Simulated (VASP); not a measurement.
Here is a VASP 6.6.1 calculation.

The input INCAR:

```
ALGO = Normal
DIPOL = 0.5 0.5 0.500
EDIFF = 1E-7
ENCUT = 520
IDIPOL = 3
ISIF = 2
ISMEAR = 1
LASPH = True
LCHARG = False
LDIPOL = True
LREAL = False
LWAVE = False
NBANDS = 31
NELM = 60
PREC = Accurate
SIGMA = 0.1
```

The input KPOINTS:

```
k-points
0
Gamma
  6 4 1
```

The input POSCAR:

```
TaTi
1.0
    2.8186442540      0.0000000000      0.0000000000
    0.0000000000      4.6841286900      0.0000000000
    0.0000000000      0.0000000000     15.9928981938
Ti Ta
2 2
Direct
    0.3356028989      0.5000000000      0.4583888408
    0.0068086968      0.5000000000      0.6248334775
    0.0000000000      0.0000000000      0.3751665225
    0.6712057978      0.0000000000      0.5416111592
```

Potentials or basis: VASP PAW LDA potentials, release 64 (Ti_sv, Ta_pv).

The run is started by

```bash
$ cat potpaw_LDA.64/Ti_sv/POTCAR potpaw_LDA.64/Ta_pv/POTCAR > POTCAR
$ mpirun -np 1 vasp_std > vasp.out
```

Task: Estimate the band gap on the k mesh.

Result: Zero (bands 23 and 24 overlap by 0.19 eV).

Task: Estimate the largest force.

Result: 1.841 eV/Å.

Forces in eV/Å, atoms in the order of the input:
```
Ti   0.430  0.000  0.574
Ti   0.205  0.000 -1.045
Ta  -0.416  0.000  1.794
Ta  -0.219  0.000 -1.323
```

Caveat: the k points lie up to 0.37 Å⁻¹ apart; spin-orbit coupling is left out, which moves the levels of the heavy elements.
